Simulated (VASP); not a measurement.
# PbO2 (Fm-3m) in VASP: single point with PBEsol

Aim: the single point of PbO2 with PBEsol.

Everything below comes from runs of VASP 6.6.1. Logs are shortened: lines on timing, memory, paths and dates and some standing lists are left out, and cuts for length are marked.

### Step 1. The cell of the first run

Symmetry: Fm-3m, No. 225, cubic system. The conventional cell has a = 5.140 Å, b = 5.140 Å, c = 5.140 Å, α = 90.00°, β = 90.00°, γ = 90.00°. Within 2.9 Å of Pb (site symmetry m-3m) lie 8 O at 2.23 Å. O (site symmetry -43m) has 4 Pb at 2.23 Å and 6 O at 2.57 Å within 2.9 Å.

### Step 2. Single point, PBEsol

The input, INCAR:

```
PREC = Accurate
ENCUT = 600
EDIFF = 1E-6
ISMEAR = -1
SIGMA = 0.1
LREAL = False
LASPH = True
NELM = 120
ALGO = Normal
ISIF = 2
LWAVE = False
LCHARG = True
GGA = PS
LELF = True
LVHAR = True
NBANDS = 20
GGA_COMPAT = False
```

The input, KPOINTS:

```
Automatic mesh
0
Gamma
  4 4 4
```

The input, POSCAR:

```
PbO2
1.0
    0.0000000000      2.5700000000      2.5700000000
    2.5700000000      0.0000000000      2.5700000000
    2.5700000000      2.5700000000      0.0000000000
Pb O
1 2
Direct
    0.0000000000      0.0000000000      0.0000000000
    0.2500000000      0.2500000000      0.2500000000
    0.7500000000      0.7500000000      0.7500000000
```

Potentials or basis: VASP PAW PBE potentials, release 64 (Pb_d, O).

On the command line:

```
$ cat potpaw_PBE.64/Pb_d/POTCAR potpaw_PBE.64/O/POTCAR > POTCAR
$ mpirun -np 1 vasp_std > vasp.out
```

OUTCAR:

```text
PREC = Accurate
   ENCUT = 600
   EDIFF = 1E-6
   ISMEAR = -1
   LREAL = False
   LASPH = True
   NELM = 120
   ISIF = 2
   GGA = PS

 ion  position               nearest neighbor table
   1  0.000  0.000  0.000-   3 2.23   3 2.23   3 2.23   2 2.23   3 2.23   2 2.23   2 2.23   2 2.23

   2  0.250  0.250  0.250-   1 2.23   1 2.23   1 2.23   1 2.23
   3  0.750  0.750  0.750-   1 2.23   1 2.23   1 2.23   1 2.23

  LATTYP: Found a face centered cubic cell.
 ALAT       =     5.1400000000

  Lattice vectors:

 A1 = (   0.0000000000,   2.5700000000,   2.5700000000)
 A2 = (   2.5700000000,   0.0000000000,   2.5700000000)
 A3 = (   2.5700000000,   2.5700000000,   0.0000000000)

Analysis of symmetry for initial positions (statically):
=====================================================================
 Subroutine PRICEL returns:
 Original cell was already a primitive cell.

 Routine SETGRP: Setting up the symmetry group for a
 face centered cubic supercell.

 Subroutine GETGRP returns: Found 48 space group operations
 (whereof 48 operations were pure point group operations)
 out of a pool of 48 trial point group operations.

The static configuration has the point symmetry O_h .

Analysis of symmetry for dynamics (positions and initial velocities):
=====================================================================
 Subroutine PRICEL returns:
 Original cell was already a primitive cell.

 Routine SETGRP: Setting up the symmetry group for a
 face centered cubic supercell.

 Subroutine GETGRP returns: Found 48 space group operations
 (whereof 48 operations were pure point group operations)
 out of a pool of 48 trial point group operations.

The dynamic configuration has the point symmetry O_h .

 Subroutine INISYM returns: Found 48 space group operations
 (whereof 48 operations are pure point group operations),
 and found     1 'primitive' translations

----------------------------------------------------------------------------------------

                                     Primitive cell

  volume of cell :      33.9492

  direct lattice vectors                    reciprocal lattice vectors
     0.000000000  2.570000000  2.570000000    -0.194552529  0.194552529  0.194552529
     2.570000000  0.000000000  2.570000000     0.194552529 -0.194552529  0.194552529
     2.570000000  2.570000000  0.000000000     0.194552529  0.194552529 -0.194552529

  length of vectors
     3.634528855  3.634528855  3.634528855     0.336974865  0.336974865  0.336974865

  position of ions in fractional coordinates (direct lattice)
     0.000000000  0.000000000  0.000000000
     0.250000000  0.250000000  0.250000000
     0.750000000  0.750000000  0.750000000

  ion indices of the primitive-cell ions
   primitive index   ion index
                 1           1
                 2           2
                 3           3

----------------------------------------------------------------------------------------

 KPOINTS: Automatic mesh

Automatic generation of k-mesh.
 Grid dimensions read from file:
 generate k-points for:    4    4    4

 Generating k-lattice:

  Cartesian coordinates                     Fractional coordinates (reciprocal lattice)
    -0.048638132  0.048638132  0.048638132     0.250000000  0.000000000  0.000000000
     0.048638132 -0.048638132  0.048638132     0.000000000  0.250000000  0.000000000
     0.048638132  0.048638132 -0.048638132     0.000000000  0.000000000  0.250000000

  Length of vectors
     0.084243716  0.084243716  0.084243716

  Shift w.r.t. Gamma in fractional coordinates (k-lattice)
     0.000000000  0.000000000  0.000000000

 Subroutine IBZKPT returns following result:
 ===========================================

 Found      8 irreducible k-points:

 Following reciprocal coordinates:
            Coordinates               Weight
  0.000000  0.000000  0.000000      1.000000
  0.250000  0.000000  0.000000      8.000000
  0.500000  0.000000  0.000000      4.000000
  0.250000  0.250000  0.000000      6.000000
  0.500000  0.250000  0.000000     24.000000
 -0.250000  0.250000  0.000000     12.000000
  0.500000  0.500000  0.000000      3.000000
 -0.250000  0.500000  0.250000      6.000000
   k-points           NKPTS =      8   k-points in BZ     NKDIM =      8   number of bands    NBANDS=     20
   number of dos      NEDOS =    301   number of ions     NIONS =      3
   total plane-waves  NPLWV =  27000
   dimension x,y,z NGX =    30 NGY =   30 NGZ =   30
   dimension x,y,z NGXF=    60 NGYF=   60 NGZF=   60
   ions per type =               1   2
   NGX,Y,Z   is equivalent  to a cutoff of  13.72, 13.72, 13.72 a.u.
   NGXF,Y,Z  is equivalent  to a cutoff of  27.44, 27.44, 27.44 a.u.
 SYSTEM =  unknown system
   PREC   = accura    normal or accurate (medium, high low for compatibility)
   ISTART =      0    job   : 0-new  1-cont  2-samecut
   ICHARG =      2    charge: 1-file 2-atom 10-const
   ISPIN  =      1    spin polarized calculation?
   LNONCOLLINEAR =      F non collinear calculations
   LSORBIT =      F    spin-orbit coupling
   LASPH  =      T    aspherical Exc in radial PAW
   ENCUT  =  600.0 eV  44.10 Ry    6.64 a.u.   7.26  7.26  7.26*2*pi/ulx,y,z
   NELM   =    120;   NELMIN=  2; NELMDL= -5     # of ELM steps
   EDIFF  = 0.1E-05   stopping-criterion for ELM
   LREAL  =      F    real-space projection
   EDIFFG = 0.1E-04   stopping-criterion for IOM
   NSW    =      0    number of steps for IOM
   IBRION =     -1    ionic relax: 0-MD 1-quasi-New 2-CG
   NFREE  =      0    steps in history (QN), initial steepest desc. (CG)
   ISIF   =      2    stress and relaxation
   ISYM   =      2    0-nonsym 1-usesym 2-fastsym
   POTIM  = 0.5000    time-step for ionic-motion
   TEBEG  =    0.0;   TEEND  =   0.0 temperature during run
   PSTRESS=    0.0 pullay stress
   NELECT =      26.0000    total number of electrons
   NUPDOWN=      -1.0000    fix difference up-down
   EMIN   =  10.00;   EMAX   =-10.00  energy-range for DOS
   EFERMI =   0.00;   METHOD = LEGACY
   ISMEAR =    -1;   SIGMA  =   0.10  broadening in eV -4-tet -1-fermi 0-gaus
   EFERMI_NEDOS =   21; number of points for ismear=-14 and -15
   IALGO  =     38    algorithm
   IMIX   =      4    mixing-type and parameters
     AMIX     =   0.40;   BMIX     =  1.00
     AMIX_MAG =   1.60;   BMIX_MAG =  1.00
  volume/ion in A,a.u.               =      11.32        76.37
  Fermi-wavevector in a.u.,A,eV,Ry     =   1.497808  2.830447 30.523704  2.243429
  Thomas-Fermi vector in A             =   2.609648
   LORBIT       =      0    0 simple, 1 ext, 2 COOP (PROOUT), +10 PAW based schemes
   GGA     = PS    functional components
   LHFCALC =     F    Hartree Fock is set to
   AEXX    =    0.0000 exact exchange contribution
   IVDW    =     0    specifies the selected vdW correction
   LEPSILON=     F    determine dielectric tensor
   LRPA    =     F    only Hartree local field effects (RPA)
 non-spin polarized calculation
  energy-cutoff  :      600.00
  volume of cell :       33.95
 maximum number of plane-waves:      1158
 NGX is ok and might be reduce to    30
   NGX = 15   NGY = 15   NGZ = 15

 number of electron      25.9999996 magnetization

 Free energy of the ion-electron system (eV)
  ---------------------------------------------------
  ext. energy  EPLUGINS =         0.00000000
  ---------------------------------------------------
  free energy    TOTEN  =       -16.56702223 eV

  energy without entropy =      -16.55692865  energy(sigma->0) =      -16.56197544

 E-fermi :   7.7818     XC(G=0): -12.2560

 val. band max:        7.6018551675   @ k =  -0.2500   0.5000   0.2500
 cond. band min:       9.3902066971   @ k =   0.2500   0.2500   0.0000
 fundamental gap:      1.7883515297
 Fermi energy:         7.7818426755

 k-point     1 :       0.0000    0.0000    0.0000
  band No.  band energies     occupation
      1     -12.2681      2.00000
      2      -8.3549      2.00000
      3      -8.3549      2.00000
      4      -8.3549      2.00000
      5      -8.3333      2.00000
      6      -7.8920      2.00000
[... 12 lines left out ...]
     19      23.7969      0.00000
     20      23.7969      0.00000

 k-point     2 :       0.2500    0.0000    0.0000
  band No.  band energies     occupation
      1     -11.6987      2.00000
      2      -9.8815      2.00000
      3      -8.2582      2.00000
      4      -8.2582      2.00000
      5      -7.8853      2.00000
      6      -7.8853      2.00000
[... 12 lines left out ...]
     19      23.5735      0.00000
     20      23.5735      0.00000

 k-point     3 :       0.5000    0.0000    0.0000
  band No.  band energies     occupation
      1     -11.3016      2.00000
      2      -9.9733      2.00000
      3      -8.2165      2.00000
      4      -8.2165      2.00000
      5      -7.8145      2.00000
      6      -7.8145      2.00000
[... 12 lines left out ...]
     19      23.3797      0.00000
     20      23.3797      0.00000

 k-point     4 :       0.2500    0.2500    0.0000
  band No.  band energies     occupation
      1     -11.4455      2.00000
      2     -10.2523      2.00000
      3      -8.1414      2.00000
      4      -8.1414      2.00000
      5      -7.9984      2.00000
      6      -7.8370      2.00000
[... 12 lines left out ...]
     19      23.7521      0.00000
     20      26.2836      0.00000

 k-point     5 :       0.5000    0.2500    0.0000
  band No.  band energies     occupation
      1     -10.9567      2.00000
      2     -10.5286      2.00000
      3      -8.0587      2.00000
      4      -8.0510      2.00000
      5      -7.8112      2.00000
      6      -7.5473      2.00000
[... 12 lines left out ...]
     19      24.1250      0.00000
     20      25.5766      0.00000

 k-point     6 :      -0.2500    0.2500    0.0000
  band No.  band energies     occupation
      1     -11.0877      2.00000
      2     -10.4837      2.00000
      3      -8.1110      2.00000
      4      -8.0104      2.00000
      5      -7.9262      2.00000
      6      -7.5321      2.00000
[... 12 lines left out ...]
     19      23.2869      0.00000
     20      26.0531      0.00000

 k-point     7 :       0.5000    0.5000    0.0000
  band No.  band energies     occupation
      1     -10.9953      2.00000
      2     -10.3212      2.00000
      3      -8.1519      2.00000
      4      -7.8981      2.00000
      5      -7.8981      2.00000
      6      -7.7816      2.00000
[... 12 lines left out ...]
     19      23.7306      0.00000
     20      25.6397      0.00000

 k-point     8 :      -0.2500    0.5000    0.2500
  band No.  band energies     occupation
      1     -10.7325      2.00000
      2     -10.7325      2.00000
      3      -8.0482      2.00000
      4      -7.8976      2.00000
      5      -7.8683      2.00000
      6      -6.7502      2.00000
[... 12 lines left out ...]
     19      24.5371      0.00000
     20      25.4059      0.00000

------------------------ aborting loop because EDIFF is reached ----------------------------------------

  FORCE on cell =-STRESS in cart. coord.  units (eV):
  Direction    XX          YY          ZZ          XY          YZ          ZX
  --------------------------------------------------------------------------------------
  -------------------------------------------------------------------------------------
  Total        4.7372292      4.7372292      4.7372292      0.0000000     -0.0000000      0.0000000
  in kB      223.5659289    223.5659289    223.5659289      0.0000000     -0.0000000      0.0000000
  external PRESSURE =     223.5659289 kB  Pullay stress =       0.0000000 kB

 VOLUME and BASIS-vectors are now :
 -----------------------------------------------------------------------------
  energy-cutoff  :      600.00
  volume of cell :       33.95
      direct lattice vectors                 reciprocal lattice vectors
     0.000000000  2.570000000  2.570000000    -0.194552529  0.194552529  0.194552529
     2.570000000  0.000000000  2.570000000     0.194552529 -0.194552529  0.194552529
     2.570000000  2.570000000  0.000000000     0.194552529  0.194552529 -0.194552529

 POSITION                                       TOTAL-FORCE (eV/Angst)
 -----------------------------------------------------------------------------------
      0.00000      0.00000      0.00000         0.000000     -0.000000      0.000000
      1.28500      1.28500      1.28500         0.000000      0.000000      0.000000
      3.85500      3.85500      3.85500        -0.000000     -0.000000     -0.000000
 -----------------------------------------------------------------------------------
    total drift:                                0.000000     -0.000000      0.000000

  FREE ENERGIE OF THE ION-ELECTRON SYSTEM (eV)
  ---------------------------------------------------
  free  energy   TOTEN  =       -16.5670222300 eV

  energy  without entropy=      -16.5569286474  energy(sigma->0) =      -16.56197544
```

It took 25 s on 1 thread of AMD EPYC 7R13, shared host; peak memory 0.14 GiB.

Results:

```yaml
Free_energy: -16.5670 eV
Pressure: 22.4 GPa
Band_gap_on_the_k_mesh: zero (band 13 reaches 7.60 eV, above the bottom of band 14 at 6.02 eV)
```

Caveat: the k points lie up to 0.53 Å⁻¹ apart; the PAW data sets were made with another functional, which shifts forces and pressure a little; spin-orbit coupling is left out, which moves the levels of the heavy elements.
